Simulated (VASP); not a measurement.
Crystal: Ge.

```
CELL_PARAMETERS angstrom
1.39715 -2.60052 0.00000
1.39715 2.60052 0.00000
0.00000 0.00000 2.69823
ATOMIC_POSITIONS crystal
Ge 0.50000 0.50000 0.00000
```

Base run:

```yaml
Program: VASP 6.6.1
Functional: revPBE
Potentials_or_basis: VASP PAW PBE potentials, release 64 (Ge_d)
Cutoff: 520 eV
k_mesh: 11 × 11 × 10
Occupations: fermi-dirac, width 0.05 eV
Spin: no spin polarisation
```

Its results: band gap on the k mesh zero (band 7 reaches 12.99 eV, above the bottom of band 8 at 3.89 eV); pressure 0.6 GPa.

Q: After a change of settings the same cell gave: band gap on the k mesh zero (band 7 reaches 13.24 eV, above the bottom of band 8 at 4.38 eV); pressure 5.5 GPa. Which change was it?
A. functional from revPBE to PBE; further incar settings from ALGO = Normal; EDIFF = 1e-07; NBANDS = 13 to ALGO = Normal; EDIFF = 1e-06; NBANDS = 13
B. functional from revPBE to LDA; potentials or basis from VASP PAW PBE potentials, release 64 (Ge_d) to VASP PAW LDA potentials, release 64 (Ge_d)
C. functional from revPBE to BLYP
D. functional from revPBE to PBE; occupations from fermi-dirac, width 0.05 eV to gaussian, width 0.026 eV

A: C.

Caveats: the PAW data sets were made with another functional, which shifts forces and pressure a little.
